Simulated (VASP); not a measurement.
# PtS2 (P-3m1) in VASP: settings compared

Aim: see how the results for PtS2 move with the level of theory and the settings. Levels: PBEsol+U, PBEsol. Tasks: single point.

Everything below comes from runs of VASP 6.6.1. Logs are shortened: lines on timing, memory, paths and dates and some standing lists are left out, and cuts for length are marked.

### 1 The cell of the first run

It takes space group P-3m1 (No. 164, trigonal). Conventional cell: a = 3.543 Å, b = 3.543 Å, c = 5.039 Å, α = 90.00°, β = 90.00°, γ = 120.00°. Pt (site symmetry -3m) has 6 S at 2.34 Å within 3.1 Å. S (site symmetry 3m) has 3 Pt at 2.34 Å and 3 S at 3.07 Å within 3.1 Å.

### 2 Single point, PBEsol+U

The input, INCAR:

```
SYSTEM = PtS2
  PREC = Accurate
  ENCUT = 520
  EDIFF = 1E-6
  ISMEAR = -1
  SIGMA = 0.05
  LREAL = .False.
  LASPH = .True.
  NELM = 150
  ALGO = Normal
  ISIF = 2
  LWAVE = .False.
  LCHARG = .False.
  LMAXMIX = 4
  LDAU = .True.
  LDAUTYPE = 2
  LDAUL = 2 -1
  LDAUU = 4 0
  LDAUJ = 0 0
  LDAUPRINT = 1
  GGA = PS
  NBANDS = 18
```

The input, KPOINTS:

```
Automatic mesh
0
Gamma
  9 9 5
  0 0 0
```

The input, POSCAR:

```
PtS2
1.0
    3.5432000000      0.0000000000      0.0000000000
   -1.7716000000      3.0685012107      0.0000000000
    0.0000000000      0.0000000000      5.0388000000
Pt S
1 2
Direct
    0.0000000000      0.0000000000      0.0000000000
    0.6666666667      0.3333333333      0.7730000000
    0.3333333333      0.6666666667      0.2270000000
```

Potentials or basis: VASP PAW PBE potentials, release 64 (Pt, S).

Started as:

```sh
cat potpaw_PBE.64/Pt/POTCAR potpaw_PBE.64/S/POTCAR > POTCAR
mpirun -np 1 vasp_std > vasp.out
```

OUTCAR:

```text
SYSTEM = PtS2
   PREC = Accurate
   ENCUT = 520
   EDIFF = 1E-6
   ISMEAR = -1
   LREAL = .False.
   LASPH = .True.
   NELM = 150
   ISIF = 2
   GGA = PS

 ion  position               nearest neighbor table
   1  0.000  0.000  0.000-   2 2.34   3 2.34   2 2.34   3 2.34   2 2.34   3 2.34
   2  0.667  0.333  0.773-   1 2.34   1 2.34   1 2.34
   3  0.333  0.667  0.227-   1 2.34   1 2.34   1 2.34

  LATTYP: Found a hexagonal cell.
 ALAT       =     3.5432000000
 C/A-ratio  =     1.4221043125

  Lattice vectors:

 A1 = (   3.5432000000,   0.0000000000,   0.0000000000)
 A2 = (  -1.7716000000,   3.0685012107,   0.0000000000)
 A3 = (   0.0000000000,   0.0000000000,   5.0388000000)

Analysis of symmetry for initial positions (statically):
=====================================================================
 Subroutine PRICEL returns:
 Original cell was already a primitive cell.

 Routine SETGRP: Setting up the symmetry group for a
 hexagonal supercell.

 Subroutine GETGRP returns: Found 12 space group operations
 (whereof 12 operations were pure point group operations)
 out of a pool of 24 trial point group operations.

The static configuration has the point symmetry D_3d.

Analysis of symmetry for dynamics (positions and initial velocities):
=====================================================================
 Subroutine PRICEL returns:
 Original cell was already a primitive cell.

 Routine SETGRP: Setting up the symmetry group for a
 hexagonal supercell.

 Subroutine GETGRP returns: Found 12 space group operations
 (whereof 12 operations were pure point group operations)
 out of a pool of 24 trial point group operations.

The dynamic configuration has the point symmetry D_3d.

 Subroutine INISYM returns: Found 12 space group operations
 (whereof 12 operations are pure point group operations),
 and found     1 'primitive' translations

----------------------------------------------------------------------------------------

                                     Primitive cell

  volume of cell :      54.7834

  direct lattice vectors                    reciprocal lattice vectors
     3.543200000  0.000000000  0.000000000     0.282230752  0.162946001  0.000000000
    -1.771600000  3.068501211  0.000000000     0.000000000  0.325892001  0.000000000
     0.000000000  0.000000000  5.038800000     0.000000000  0.000000000  0.198459951

  length of vectors
     3.543200000  3.543200000  5.038800000     0.325892001  0.325892001  0.198459951

  position of ions in fractional coordinates (direct lattice)
     0.000000000  0.000000000  0.000000000
     0.666666667  0.333333333  0.773000000
     0.333333333  0.666666667  0.227000000

  ion indices of the primitive-cell ions
   primitive index   ion index
                 1           1
                 2           2
                 3           3

----------------------------------------------------------------------------------------

 KPOINTS: Automatic mesh

Automatic generation of k-mesh.
 Grid dimensions read from file:
 generate k-points for:    9    9    5

 Generating k-lattice:

  Cartesian coordinates                     Fractional coordinates (reciprocal lattice)
     0.031358972  0.018105111  0.000000000     0.111111111  0.000000000  0.000000000
     0.000000000  0.036210222  0.000000000     0.000000000  0.111111111  0.000000000
     0.000000000  0.000000000  0.039691990     0.000000000  0.000000000  0.200000000

  Length of vectors
     0.036210222  0.036210222  0.039691990

  Shift w.r.t. Gamma in fractional coordinates (k-lattice)
     0.000000000  0.000000000  0.000000000

 Subroutine IBZKPT returns following result:
 ===========================================

 Found     50 irreducible k-points:

 Following reciprocal coordinates:
            Coordinates               Weight
  0.000000  0.000000  0.000000      1.000000
  0.111111 -0.000000  0.000000      6.000000
  0.222222  0.000000  0.000000      6.000000
  0.333333  0.000000  0.000000      6.000000
  0.444444  0.000000  0.000000      6.000000
  0.111111  0.111111  0.000000      6.000000
[... 16 lines left out ...]
  0.222222  0.111111  0.200000     12.000000
 -0.111111  0.333333  0.200000     12.000000
 [... further k-points ...]
   k-points           NKPTS =     50   k-points in BZ     NKDIM =     50   number of bands    NBANDS=     18
   number of dos      NEDOS =    301   number of ions     NIONS =      3
   total plane-waves  NPLWV =  31360
   dimension x,y,z NGX =    28 NGY =   28 NGZ =   40
   dimension x,y,z NGXF=    56 NGYF=   56 NGZF=   80
   ions per type =               1   2
   NGX,Y,Z   is equivalent  to a cutoff of  13.14, 13.14, 13.20 a.u.
   NGXF,Y,Z  is equivalent  to a cutoff of  26.28, 26.28, 26.39 a.u.
 SYSTEM =  PtS2
   PREC   = accura    normal or accurate (medium, high low for compatibility)
   ISTART =      0    job   : 0-new  1-cont  2-samecut
   ICHARG =      2    charge: 1-file 2-atom 10-const
[... 75 lines left out ...]
  o =  0.9302  v =  0.0000  0.0000  0.0000  0.0000  0.0000  0.0000 -0.0000  1.0000 -0.0000 -0.0000      0.0000  0.0000  0.0000  0.0000  0.0000  0.0000  0.0000  0.0000  0.0000  0.0000
  o =  0.9310  v = -0.7806  0.0000 -0.0000 -0.6251  0.0000  0.0000  0.0000  0.0000  0.0000  0.0000      0.0000  0.0000  0.0000  0.0000  0.0000  0.0000  0.0000  0.0000  0.0000  0.0000
  o =  0.9310  v =  0.0000  0.0000  0.0000  0.0000  0.0000 -0.7806  0.0000 -0.0000 -0.6251  0.0000      0.0000  0.0000  0.0000  0.0000  0.0000  0.0000  0.0000  0.0000  0.0000  0.0000
  o =  0.9310  v =  0.0000  0.0000  0.0000  0.0000  0.0000  0.0000 -0.6251 -0.0000 -0.0000 -0.7806      0.0000  0.0000  0.0000  0.0000  0.0000  0.0000  0.0000  0.0000  0.0000  0.0000
  o =  0.9310  v =  0.0000 -0.6251 -0.0000 -0.0000 -0.7806  0.0000  0.0000  0.0000  0.0000  0.0000      0.0000  0.0000  0.0000  0.0000  0.0000  0.0000  0.0000  0.0000  0.0000  0.0000

 number of electron      22.0000001 magnetization

 Free energy of the ion-electron system (eV)
  ---------------------------------------------------
  ext. energy  EPLUGINS =         0.00000000
  ---------------------------------------------------
  free energy    TOTEN  =       -14.26195633 eV

  energy without entropy =      -14.26194126  energy(sigma->0) =      -14.26194880

 E-fermi :   6.9463     XC(G=0): -10.7475

 val. band max:        6.5396311000   @ k =   0.1111  -0.0000   0.0000
 cond. band min:       7.4040907571   @ k =   0.0000   0.3333   0.2000
 fundamental gap:      0.8644596571
 Fermi energy:         6.9462889026

 k-point     1 :       0.0000    0.0000    0.0000
  band No.  band energies     occupation
      1      -8.9554      2.00000
      2      -5.7005      2.00000
      3      -0.8784      2.00000
      4      -0.8781      2.00000
      5      -0.8781      2.00000
      6       1.5710      2.00000
[... 10 lines left out ...]
     17      14.5520      0.00000
     18      18.4132      0.00000

 k-point     2 :       0.1111   -0.0000    0.0000
  band No.  band energies     occupation
      1      -8.7885      2.00000
      2      -5.8280      2.00000
      3      -0.7672      2.00000
      4      -0.7445      2.00000
      5      -0.6929      2.00000
      6       1.4532      2.00000
[... 10 lines left out ...]
     17      15.0743      0.00000
     18      17.4594      0.00000

 k-point     3 :       0.2222    0.0000    0.0000
  band No.  band energies     occupation
      1      -8.3226      2.00000
      2      -6.1233      2.00000
      3      -0.5690      2.00000
      4      -0.3986      2.00000
      5      -0.1741      2.00000
      6       1.1163      2.00000
[... 10 lines left out ...]
     17      15.8434      0.00000
     18      15.9801      0.00000

 k-point     4 :       0.3333    0.0000    0.0000
  band No.  band energies     occupation
      1      -7.6820      2.00000
      2      -6.4271      2.00000
      3      -0.7311      2.00000
      4      -0.0567      2.00000
      5       0.5144      2.00000
      6       0.9150      2.00000
[... 375 lines left out ...]
      4      -0.5046      2.00000
      5      -0.0002      2.00000
      6       1.2019      2.00000
[... 10 lines left out ...]
     17      15.7098      0.00000
     18      16.0397      0.00000

 k-point    23 :       0.2222    0.1111    0.2000
  band No.  band energies     occupation
      1      -7.8196      2.00000
      2      -6.4596      2.00000
      3      -0.5393      2.00000
      4      -0.1754      2.00000
      5       0.1972      2.00000
      6       1.0158      2.00000
[... 10 lines left out ...]
     17      15.8265      0.00000
     18      16.1370      0.00000

 k-point    24 :      -0.1111    0.3333    0.2000
  band No.  band energies     occupation
      1      -7.8494      2.00000
      2      -6.3975      2.00000
      3      -0.7254      2.00000
      4      -0.2164      2.00000
      5       0.4713      2.00000
      6       0.7521      2.00000
[... 10 lines left out ...]
     17      14.9916      0.00000
     18      16.8838      0.00000

 [... further k-points ...]
[... 5 lines left out ...]
  --------------------------------------------------------------------------------------
  -------------------------------------------------------------------------------------
  Total        0.7170569      0.7170569      1.3548153      0.0000000      0.0000000      0.0000000
  in kB       20.9708066     20.9708066     39.6224730      0.0000000      0.0000000      0.0000000
  external PRESSURE =      27.1880287 kB  Pullay stress =       0.0000000 kB

 VOLUME and BASIS-vectors are now :
 -----------------------------------------------------------------------------
  energy-cutoff  :      520.00
  volume of cell :       54.78
      direct lattice vectors                 reciprocal lattice vectors
     3.543200000  0.000000000  0.000000000     0.282230752  0.162946001  0.000000000
    -1.771600000  3.068501211  0.000000000     0.000000000  0.325892001  0.000000000
     0.000000000  0.000000000  5.038800000     0.000000000  0.000000000  0.198459951

 POSITION                                       TOTAL-FORCE (eV/Angst)
 -----------------------------------------------------------------------------------
      0.00000      0.00000      0.00000         0.000000      0.000000      0.000000
      1.77160      1.02283      3.89499         0.000000      0.000000     -0.664408
     -0.00000      2.04567      1.14381        -0.000000     -0.000000      0.664408
 -----------------------------------------------------------------------------------
    total drift:                                0.000000     -0.000000      0.000000

  FREE ENERGIE OF THE ION-ELECTRON SYSTEM (eV)
  ---------------------------------------------------
  free  energy   TOTEN  =       -14.2619563316 eV

  energy  without entropy=      -14.2619412625  energy(sigma->0) =      -14.26194880
```

Wall time 39 s (1 thread of Intel Xeon Platinum 8488C (Sapphire Rapids), shared host); peak memory 0.2 GiB.

What came out:

| Quantity | Value |
| --- | --- |
| Free energy | -14.2620 eV |
| Pressure | 2.7 GPa |
| Largest force | 0.664 eV/Å |
| Band gap on the k mesh | 0.86 eV, indirect (least direct gap 0.97 eV) |

Forces on the atoms (eV/Å):
```
Pt   0.000  0.000  0.000
S    0.000  0.000 -0.664
S    0.000  0.000  0.664
```

Stress tensor (GPa, compression positive):
```
2.10 0.00 0.00
0.00 2.10 0.00
0.00 0.00 3.96
```

Levels at points of the mesh, in eV from the valence-band top:
```csv
k point,band 8,band 9,band 10,band 11,band 12,band 13,band 14,band 15
"(0.00, 0.00, 0.00)",-2.39,-1.06,-1.06,-0.07,2.32,2.32,4.78,5.67
```

Eigenvalues of the final occupation matrices:
| site | spin | trace | eigenvalues |
| --- | --- | --- | --- |
| site 1 d | 1 | 4.20 | 0.70 0.70 0.93 0.93 0.93 |
| site 1 d | 2 | 4.20 | 0.70 0.70 0.93 0.93 0.93 |

Caveat: the PAW data sets were made with another functional, which shifts forces and pressure a little; spin-orbit coupling is left out, which moves the levels of the heavy elements. A k mesh can miss the band edges.

### 3 Single point, PBEsol

This run uses another cell than the first one, of 13.62 Å³/atom, 0.746 times its volume.

The input, INCAR:

```
SYSTEM = PtS2
ALGO = Normal
EDIFF = 1E-6
ENCUT = 520
GGA = PS
ISIF = 2
ISMEAR = -1
LASPH = .True.
LCHARG = .False.
LREAL = .False.
LWAVE = .False.
NBANDS = 18
NELM = 80
PREC = Accurate
SIGMA = 0.05
```

The input, KPOINTS:

```
k-points
0
Gamma
  9 9 5
  0 0 0
```

The input, POSCAR:

```
PtS2
1.0
    3.4508472359      0.0000000000      0.0000000000
   -1.7254236180      2.9885213709      0.0000000000
    0.0000000000      0.0000000000      3.9611187180
Pt S
1 2
Direct
    0.0000000000      0.0000000000      0.0000000000
    0.6666666667      0.3333333333      0.7033722988
    0.3333333333      0.6666666667      0.2966277012
```

Potentials or basis: VASP PAW PBE potentials, release 64 (Pt, S).

Started as:

```sh
cat potpaw_PBE.64/Pt/POTCAR potpaw_PBE.64/S/POTCAR > POTCAR
mpirun -np 1 vasp_std > vasp.out
```

Wall time 18 s (1 thread of Intel Xeon 6975P-C (Granite Rapids), shared host); peak memory 0.18 GiB.

It converged, with:

| Property | Result |
| --- | --- |
| Free energy | -16.2709 eV |
| Pressure | 29.8 GPa |
| Largest force | 0.033 eV/Å |
| Band gap on the k mesh | zero (band 11 reaches 11.60 eV, above the bottom of band 12 at 11.12 eV) |

Forces on the atoms (eV/Å):
```
Pt   0.000  0.000  0.000
S    0.000  0.000  0.033
S    0.000  0.000 -0.033
```

Stress tensor (GPa, compression positive):
```
29.77  0.00  0.00
 0.00 29.77  0.00
 0.00  0.00 29.91
```

Levels at points of the mesh, in eV from the Fermi level:
```csv
k point,band 8,band 9,band 10,band 11,band 12,band 13,band 14,band 15
"(0.00, 0.00, 0.00)",-2.43,-1.48,-1.48,0.27,0.27,0.62,2.92,6.55
```

Caveat: the PAW data sets were made with another functional, which shifts forces and pressure a little; spin-orbit coupling is left out, which moves the levels of the heavy elements.

### 4 Single point, PBEsol

This run uses another cell than the first one, of 14.28 Å³/atom, 0.782 times its volume.

The input, INCAR:

```
PREC = Accurate
ENCUT = 520
EDIFF = 1E-6
ISMEAR = -1
SIGMA = 0.05
LREAL = False
LASPH = True
NELM = 100
ALGO = Normal
ISIF = 2
LWAVE = False
LCHARG = False
GGA = PS
NBANDS = 18
```

The input, KPOINTS:

```
regular mesh
0
Gamma
  9 9 5
```

The input, POSCAR:

```
PtS2
1.0
    3.4891148706      0.0000000000      0.0000000000
   -1.7445574353      3.0216621147      0.0000000000
    0.0000000000      0.0000000000      4.0638316980
Pt S
1 2
Direct
    0.0000000000      0.0000000000      0.0000000000
    0.6666666667      0.3333333333      0.7099536067
    0.3333333333      0.6666666667      0.2900463933
```

Started as:

```sh
cat potpaw_PBE.64/Pt/POTCAR potpaw_PBE.64/S/POTCAR > POTCAR
mpirun -np 1 vasp_std > vasp.out
```

Run time: 17 s. Hardware: 1 thread of Intel Xeon 6975P-C (Granite Rapids), shared host; peak memory 0.18 GiB.

Results (log left out):

* Free energy: -16.5802 eV
* Pressure: 19.8 GPa
* Largest force: 0.030 eV/Å
* Band gap on the k mesh: zero (band 11 reaches 11.02 eV, above the bottom of band 12 at 10.52 eV)

Forces in eV/Å, atoms in the order of the input:
```
Pt   0.000  0.000  0.000
S    0.000  0.000  0.030
S    0.000  0.000 -0.030
```

Stress tensor (GPa, compression positive):
```
19.71  0.00  0.00
 0.00 19.71  0.00
 0.00  0.00 19.89
```

Levels at points of the mesh, in eV from the Fermi level:
| k point | band 9 | band 10 | band 11 | band 12 | band 13 | band 14 |
| --- | --- | --- | --- | --- | --- | --- |
| (0.00, 0.00, 0.00) | -1.55 | -1.55 | 0.39 | 0.39 | 0.65 | 2.76 |

Caveat: the PAW data sets were made with another functional, which shifts forces and pressure a little; spin-orbit coupling is left out, which moves the levels of the heavy elements.

### 5 Single point, PBEsol

This run uses another cell than the first one, of 15.23 Å³/atom, 0.834 times its volume.

The input, INCAR:

```
SYSTEM = PtS2
  PREC = Accurate
  ENCUT = 520
  EDIFF = 1E-6
  ISMEAR = -1
  SIGMA = 0.05
  LREAL = .FALSE.
  LASPH = .TRUE.
  NELM = 100
  ALGO = Normal
  ISIF = 2
  LWAVE = .FALSE.
  LCHARG = .FALSE.
  GGA = PS
  NBANDS = 18
```

The input, KPOINTS:

```
regular mesh
0
G
  9 9 5
  0 0 0
```

The input, POSCAR:

```
PtS2
1.0
    3.5329636213      0.0000000000      0.0000000000
   -1.7664818107      3.0596362467      0.0000000000
    0.0000000000      0.0000000000      4.2269521137
Pt S
1 2
Direct
    0.0000000000      0.0000000000      0.0000000000
    0.6666666667      0.3333333333      0.7200540395
    0.3333333333      0.6666666667      0.2799459605
```

Started as:

```sh
cat potpaw_PBE.64/Pt/POTCAR potpaw_PBE.64/S/POTCAR > POTCAR
mpirun -np 1 vasp_std > vasp.out
```

Wall time 16 s (1 thread of Intel Xeon 6975P-C (Granite Rapids), shared host); peak memory 0.18 GiB.

Results (log left out):

| Item | Value |
| --- | --- |
| Free energy | -16.8405 eV |
| Pressure | 9.7 GPa |
| Largest force | 0.027 eV/Å |
| Band gap on the k mesh | zero (band 11 reaches 10.26 eV, above the bottom of band 12 at 9.74 eV) |

Forces on the atoms (eV/Å):
```
Pt   0.000  0.000  0.000
S    0.000  0.000  0.027
S    0.000  0.000 -0.027
```

Stress tensor (GPa, compression positive):
```
9.67 0.00 0.00
0.00 9.67 0.00
0.00 0.00 9.88
```

Levels at points of the mesh, in eV from the Fermi level:
```csv
k point,band 8,band 9,band 10,band 11,band 12,band 13,band 14,band 15
"(0.00, 0.00, 0.00)",-2.53,-1.62,-1.62,0.56,0.61,0.61,2.77,5.54
```

Caveat: the PAW data sets were made with another functional, which shifts forces and pressure a little; spin-orbit coupling is left out, which moves the levels of the heavy elements.

### 6 Overview

| level | U | cell | gap on the mesh (eV) | pressure (GPa) | largest force (eV/Å) |
| --- | --- | --- | --- | --- | --- |
| PBEsol+U | Pt d U = 4.0 eV | a = 3.543, b = 3.543, c = 5.039 Å, angles 90.0, 90.0, 120.0°, 3 atoms | 0.86 | 2.7 | 0.66 |
| PBEsol | - | a = 3.451, b = 3.451, c = 3.961 Å, angles 90.0, 90.0, 120.0°, 3 atoms | none | 29.8 | 0.03 |
| PBEsol | - | a = 3.489, b = 3.489, c = 4.064 Å, angles 90.0, 90.0, 120.0°, 3 atoms | none | 19.8 | 0.03 |
| PBEsol | - | a = 3.533, b = 3.533, c = 4.227 Å, angles 90.0, 90.0, 120.0°, 3 atoms | none | 9.7 | 0.03 |

Alike in all rows: task single point; potentials or basis VASP PAW PBE potentials, release 64 (Pt, S); no spin polarisation; k mesh 9 × 9 × 5; cutoff (eV) 520; smearing fermi-dirac 0.05 eV.

Caveats: the PAW data sets were made with another functional, which shifts forces and pressure a little; spin-orbit coupling is left out, which moves the levels of the heavy elements.

Absolute energies hang on the potentials; compare differences alone.
